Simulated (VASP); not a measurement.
# Hf8CN6 (a cell with a defect) in VASP: a series of runs, part 2 of 2

VASP 6.6.1. The steps go on from the part before.

## (3) Single point, PBE

File INCAR:

```
PREC = Accurate
ENCUT = 520
EDIFF = 1E-6
ISMEAR = 0
SIGMA = 0.02
LREAL = Auto
LASPH = True
NELM = 80
ALGO = Normal
ISIF = 2
LWAVE = False
LCHARG = True
GGA = PE
LELF = True
LVHAR = True
NBANDS = 70
```

File KPOINTS:

```
Automatic mesh
0
Gamma
  2 2 2
```

File POSCAR:

```
Hf8CN6
1.0
   -3.1339080000     -5.4280880000      0.0000000000
    4.7008620000     -2.7140440000      0.0000000000
    0.0000000000      0.0000000000      5.4167680000
Hf N C
8 6 1
Direct
    0.4996601146      0.6342870373      0.7488524522
    0.4994796382      0.3441088537      0.2420299337
    0.2250754945      0.1816036916      0.7504419610
    0.2472766274      0.8303968934      0.2428034577
   -0.0006599898      0.6719992317      0.7500496606
   -0.0003168369      0.3279456113      0.2508780143
    0.7728287578      0.1807069058      0.7502820870
    0.7523742041      0.8294679863      0.2429515165
    0.7532910285      0.5022884698     -0.0010471189
    0.7529343879      0.5031498695      0.5011167176
    0.2458591774      0.5035208528     -0.0010522880
    0.2462877872      0.5043028845      0.5012549919
   -0.0007221345     -0.0051212104      0.0001750121
   -0.0005398164     -0.0075945082      0.4998892328
    0.4986410100      0.0011281017     -0.1656406551
```

Potentials or basis: VASP PAW PBE potentials, release 64 (Hf_pv, N, C).

The run is started by

```bash
$ cat potpaw_PBE.64/Hf_pv/POTCAR potpaw_PBE.64/N/POTCAR potpaw_PBE.64/C/POTCAR > POTCAR
$ mpirun -np 1 vasp_std > vasp.out
```

OUTCAR:

```text
PREC = Accurate
   ENCUT = 520
   EDIFF = 1E-6
   ISMEAR = 0
   LREAL = Auto
   LASPH = True
   NELM = 80
   ISIF = 2
   GGA = PE

 ion  position               nearest neighbor table
   1  0.500  0.634  0.749-  15 2.04  12 2.20  10 2.20  11 2.21   9 2.21   7 3.00   3 3.00   2 3.10
                             5 3.14   5 3.14   2 3.17   4 3.29   8 3.29   8 3.34   4 3.34   7 3.42
   2  0.499  0.344  0.242-   9 2.24  11 2.24  10 2.29  12 2.29  15 2.89   8 3.07   4 3.08   1 3.10
                             6 3.13   6 3.14   1 3.17   4 3.21   8 3.21   7 3.29   3 3.29   7 3.36
[... 813 lines left out ...]
      direct lattice vectors                 reciprocal lattice vectors
    -3.133908000 -5.428088000  0.000000000    -0.079772603 -0.138170199  0.000000000
     4.700862000 -2.714044000  0.000000000     0.159545207 -0.092113466  0.000000000
     0.000000000  0.000000000  5.416768000     0.000000000  0.000000000  0.184611931

 POSITION                                       TOTAL-FORCE (eV/Angst)
 -----------------------------------------------------------------------------------
      1.41581     -4.43368      4.05636         0.091836     -0.048234     -0.228763
      0.05229     -3.64515      1.31102        -0.032654      0.019127     -0.546037
      0.14833     -1.71461      4.06497        -0.051624     -0.012165     -0.174948
      3.12864     -3.59597      1.31521        -0.011144      0.072425     -0.513484
      0.02714     -7.24834      4.06284        -0.039135      0.015032     -0.173692
     -1.59129     -6.31643      1.35895         0.040976     -0.009752     -0.157511
     -1.57250     -4.68543      4.06410        -0.012071      0.016664     -0.171130
      1.54134     -6.33517      1.31601        -0.024017     -0.018514     -0.508548
      0.00044     -5.45216      5.41110         0.014892      0.019693     -0.171318
      0.00561     -5.45257      2.71443         0.047081      0.010601     -0.185888
      1.59648     -2.70112      5.41107        -0.041027      0.008426     -0.166928
      1.59881     -2.70557      2.71518        -0.015125     -0.018769     -0.189544
      1.54514     -8.12431      0.00095         0.063073     -0.044349     -0.176482
      1.53294     -8.11859      2.70778        -0.027451      0.007014     -0.182298
     -1.55739     -2.70973      4.51953        -0.003612     -0.017198      3.546572
 -----------------------------------------------------------------------------------
    total drift:                                0.003674      0.003007      0.003959

  FREE ENERGIE OF THE ION-ELECTRON SYSTEM (eV)
  ---------------------------------------------------
  free  energy   TOTEN  =      -158.4300015857 eV

  energy  without entropy=     -158.4300015857  energy(sigma->0) =     -158.43000159
```

Wall time 2.2 min (1 thread of AMD EPYC 9R45 (Zen 5), shared host); peak memory 0.27 GiB.

What came out:

```yaml
Free_energy: -158.4300 eV
Pressure: 13.4 GPa
Largest_force: 3.547 eV/Å
Band_gap_on_the_k_mesh: zero (bands 57 and 58 overlap by 0.20 eV)
```

Forces in eV/Å, atoms in the order of the input:
```
Hf   0.092 -0.048 -0.229
Hf  -0.033  0.019 -0.546
Hf  -0.052 -0.012 -0.175
Hf  -0.011  0.072 -0.513
Hf  -0.039  0.015 -0.174
Hf   0.041 -0.010 -0.158
Hf  -0.012  0.017 -0.171
Hf  -0.024 -0.019 -0.509
N    0.015  0.020 -0.171
N    0.047  0.011 -0.186
N   -0.041  0.008 -0.167
N   -0.015 -0.019 -0.190
N    0.063 -0.044 -0.176
N   -0.027  0.007 -0.182
C   -0.004 -0.017  3.547
```

Levels at points of the mesh, in eV from the Fermi level:
```
           k point  band 54  band 55  band 56  band 57  band 58  band 59  band 60  band 61
(0.00, 0.00, 0.00)    -1.86    -1.68    -0.86    -0.51     0.71     1.02     1.26     1.31
(0.50, 0.00, 0.00)    -1.75    -0.66    -0.62    -0.20     0.23     0.31     0.74     0.97
(0.00, 0.50, 0.00)    -2.09    -1.75    -0.95    -0.77     0.96     1.28     1.45     1.47
(0.50, 0.50, 0.00)    -2.06    -1.15    -1.11    -0.84     0.69     0.98     1.27     1.57
(0.00, 0.00, 0.50)    -1.08    -0.80    -0.57    -0.30     0.68     0.91     0.93     1.19
(0.50, 0.00, 0.50)    -1.03    -0.65    -0.49     0.11     0.45     0.50     0.87     1.22
(0.00, 0.50, 0.50)    -1.49    -0.75    -0.13    -0.09     0.28     0.42     0.99     1.35
(0.50, 0.50, 0.50)    -1.13    -0.91    -0.90    -0.16    -0.09     0.09     0.66     0.69
```

Caveat: the k points lie up to 0.58 Å⁻¹ apart; spin-orbit coupling is left out, which moves the levels of the heavy elements.

## (4) Single point, PBE

File INCAR:

```
ALGO     = Normal         # electronic algorithm
EDIFF    = 1E-7           # SCF threshold, eV
ENCUT    = 520            # plane-wave cutoff, eV
GGA      = PE             # functional
ISIF     = 2              # what is computed and relaxed
ISMEAR   = 0              # smearing method
LASPH    = T              # aspherical terms in the spheres
LCHARG   = F              # write CHGCAR
LREAL    = Auto         
LWAVE    = F              # write WAVECAR
NBANDS   = 70             # bands
NELM     = 80             # most SCF steps
PREC     = Accurate       # precision mode
SIGMA    = 0.02           # smearing width, eV
```

File KPOINTS:

```
k-points
0
Gamma
  2 2 2
```

File POSCAR:

```
Hf8CN6
1.0
   -3.1339080000     -5.4280880000      0.0000000000
    4.7008620000     -2.7140440000      0.0000000000
    0.0000000000      0.0000000000      5.4167680000
Hf N C
8 6 1
Direct
    0.4999453542      0.6340828012      0.7490149107
    0.4997647454      0.3441134272      0.2557905378
    0.2252874310      0.1815748010      0.7475058928
    0.2475477796      0.8303151564      0.2550694436
   -0.0003759116      0.6719575958      0.7478834242
   -0.0000319132      0.3278643336      0.2470246095
    0.7731794178      0.1806728559      0.7476598592
    0.7526761159      0.8293844195      0.2549191695
    0.7532096561      0.5030989565     -0.0032257243
    0.7536140839      0.5021873023      0.4989589733
    0.2465825561      0.5042549739     -0.0033649217
    0.2461061498      0.5034229960      0.4989632194
   -0.0002560518     -0.0076933640     -0.0019603941
   -0.0004360260     -0.0051812764      0.4977602881
    0.4989209710      0.0010405374     -0.3355068927
```

The run is started by

```bash
$ cat potpaw_PBE.64/Hf_pv/POTCAR potpaw_PBE.64/N/POTCAR potpaw_PBE.64/C/POTCAR > POTCAR
$ mpirun -np 1 vasp_std > vasp.out
```

Wall time 1.8 min (1 thread of AMD EPYC 9R45 (Zen 5), shared host); peak memory 0.27 GiB.

The run converged. Its results:

| Property | Result |
| --- | --- |
| Free energy | -158.4114 eV |
| Pressure | 13.4 GPa |
| Largest force | 3.524 eV/Å |
| Band gap on the k mesh | zero (bands 57 and 58 overlap by 0.20 eV) |

Forces in eV/Å, atoms in the order of the input:
```
Hf   0.090 -0.046  0.227
Hf  -0.031  0.019  0.544
Hf  -0.051 -0.010  0.175
Hf  -0.011  0.073  0.509
Hf  -0.038  0.015  0.170
Hf   0.040 -0.010  0.158
Hf  -0.012  0.015  0.171
Hf  -0.024 -0.019  0.503
N    0.046  0.010  0.185
N    0.016  0.020  0.170
N   -0.015 -0.017  0.189
N   -0.041  0.008  0.167
N   -0.027  0.007  0.180
N    0.062 -0.044  0.175
C   -0.004 -0.019 -3.524
```

Stress tensor (GPa, compression positive):
```
14.72  1.21  0.60
 1.21 15.84 -0.39
 0.60 -0.39  9.70
```

Levels at points of the mesh, in eV from the Fermi level:
```csv
k point,band 55,band 56,band 57,band 58,band 59,band 60
"(0.00, 0.00, 0.00)",-1.68,-0.86,-0.51,0.71,1.02,1.26
"(0.50, 0.00, 0.00)",-0.66,-0.62,-0.20,0.23,0.31,0.74
"(0.00, 0.50, 0.00)",-1.75,-0.94,-0.76,0.96,1.28,1.45
"(0.50, 0.50, 0.00)",-1.15,-1.10,-0.84,0.69,0.98,1.27
"(0.00, 0.00, 0.50)",-0.80,-0.57,-0.30,0.68,0.91,0.93
"(0.50, 0.00, 0.50)",-0.65,-0.50,0.11,0.45,0.50,0.87
"(0.00, 0.50, 0.50)",-0.75,-0.13,-0.09,0.28,0.42,1.00
"(0.50, 0.50, 0.50)",-0.91,-0.90,-0.16,-0.09,0.09,0.65
```

Caveat: the k points lie up to 0.58 Å⁻¹ apart; spin-orbit coupling is left out, which moves the levels of the heavy elements.

## (5) Single point, PBE

File INCAR:

```
SYSTEM = Hf8CN6
PREC     = Accurate       ! precision mode
ENCUT    = 520            ! plane-wave cutoff, eV
EDIFF    = 1E-6           ! SCF threshold, eV
ISMEAR   = 0              ! smearing method
SIGMA    = 0.02           ! smearing width, eV
LREAL    = Auto         
LASPH    = .TRUE.         ! aspherical terms in the spheres
NELM     = 80             ! most SCF steps
ALGO     = Normal         ! electronic algorithm
ISIF     = 2              ! what is computed and relaxed
LWAVE    = .FALSE.        ! write WAVECAR
LCHARG   = .TRUE.         ! write CHGCAR
GGA      = PE             ! functional
LELF     = .TRUE.         ! ELF
LVHAR    = .TRUE.       
NBANDS   = 70             ! bands
```

File KPOINTS:

```
Automatic mesh
0
G
  2 2 2
  0 0 0
```

File POSCAR:

```
Hf8CN6
1.0
   -3.1339080000     -5.4280880000      0.0000000000
    4.7008620000     -2.7140440000      0.0000000000
    0.0000000000      0.0000000000      5.4167680000
Hf N C
8 6 1
Direct
    0.5000663757      0.6450214908      0.7480383136
    0.4999352817      0.3390093516      0.2605612793
    0.2323395852      0.1773502146      0.7436526726
    0.2481603318      0.8311021785      0.2601159954
   -0.0002606137      0.6684717102      0.7488098069
    0.0000619851      0.3288810128      0.2454378700
    0.7666154958      0.1766532255      0.7439698359
    0.7520488622      0.8305110734      0.2599729211
    0.7520619467      0.5032289719     -0.0023375563
    0.7524207276      0.5022590192      0.4980148679
    0.2479639160      0.5041871257     -0.0025400756
    0.2474922881      0.5033168516      0.4980209601
   -0.0000186425     -0.0064659256     -0.0018529500
   -0.0003393959     -0.0040108890      0.4973233116
    0.4993191047      0.0010323929     -0.4189415164
```

The run is started by

```bash
$ cat potpaw_PBE.64/Hf_pv/POTCAR potpaw_PBE.64/N/POTCAR potpaw_PBE.64/C/POTCAR > POTCAR
$ mpirun -np 1 vasp_std > vasp.out
```

It took 1.9 min on 1 thread of AMD EPYC 9R45 (Zen 5), shared host; peak memory 0.27 GiB.

The run converged. Its results:

```
Free energy            : -160.1993 eV
Pressure               : 9.0 GPa
Largest force          : 3.295 eV/Å
Band gap on the k mesh : zero (bands 57 and 58 overlap by 0.32 eV)
```

Forces in eV/Å, atoms in the order of the input:
```
Hf   0.316 -0.172  0.165
Hf  -0.090  0.055  0.441
Hf  -0.256 -0.174  0.066
Hf   0.005  0.071  0.438
Hf  -0.110  0.055  0.247
Hf   0.051 -0.019  0.178
Hf   0.027  0.268  0.054
Hf  -0.023 -0.029  0.439
N    0.026  0.042  0.244
N    0.052  0.041  0.183
N   -0.046 -0.015  0.250
N   -0.045 -0.034  0.181
N    0.072 -0.042  0.211
N    0.047 -0.038  0.199
C   -0.029 -0.009 -3.295
```

Stress tensor (GPa, compression positive):
```
 9.66  0.82  0.65
 0.82 10.43 -0.44
 0.65 -0.44  6.95
```

Levels at points of the mesh, in eV from the Fermi level:
```
           k point  band 54  band 55  band 56  band 57  band 58  band 59  band 60  band 61
(0.00, 0.00, 0.00)    -2.02    -1.42    -0.95    -0.32     0.79     1.06     1.14     1.53
(0.50, 0.00, 0.00)    -1.48    -0.90    -0.88    -0.26     0.31     0.44     0.86     1.07
(0.00, 0.50, 0.00)    -2.02    -1.93    -1.29    -1.21     0.97     1.27     1.47     1.54
(0.50, 0.50, 0.00)    -2.05    -1.54    -1.41    -1.28     0.53     1.04     1.61     1.79
(0.00, 0.00, 0.50)    -1.03    -0.78    -0.34    -0.18     0.62     0.76     0.98     1.26
(0.50, 0.00, 0.50)    -1.11    -0.62    -0.03     0.20     0.54     0.57     0.92     1.05
(0.00, 0.50, 0.50)    -1.56    -0.76    -0.22    -0.03     0.29     0.37     0.76     1.16
(0.50, 0.50, 0.50)    -1.12    -0.95    -0.62    -0.13    -0.12     0.03     0.37     0.78
```

Caveat: the k points lie up to 0.58 Å⁻¹ apart; spin-orbit coupling is left out, which moves the levels of the heavy elements.

## (6) The runs side by side

| cell | gap on the mesh (eV) | pressure (GPa) | largest force (eV/Å) |
| --- | --- | --- | --- |
| as given, atomic positions A | none | 8.9 | 3.26 |
| as given, atomic positions B | none | 13.4 | 3.55 |
| as given, atomic positions C | none | 13.4 | 3.52 |
| as given, atomic positions D | none | 9.0 | 3.30 |

Alike in all rows: task single point; level PBE; potentials or basis VASP PAW PBE potentials, release 64 (Hf_pv, N, C); no spin polarisation; k mesh 2 × 2 × 2; cutoff (eV) 520; smearing gaussian 0.02 eV.

Caveats: all runs use coarse meshes; spin-orbit coupling is left out, which moves the levels of the heavy elements.

Total energies depend on the potentials used, so only differences within one code and one set of settings carry meaning.
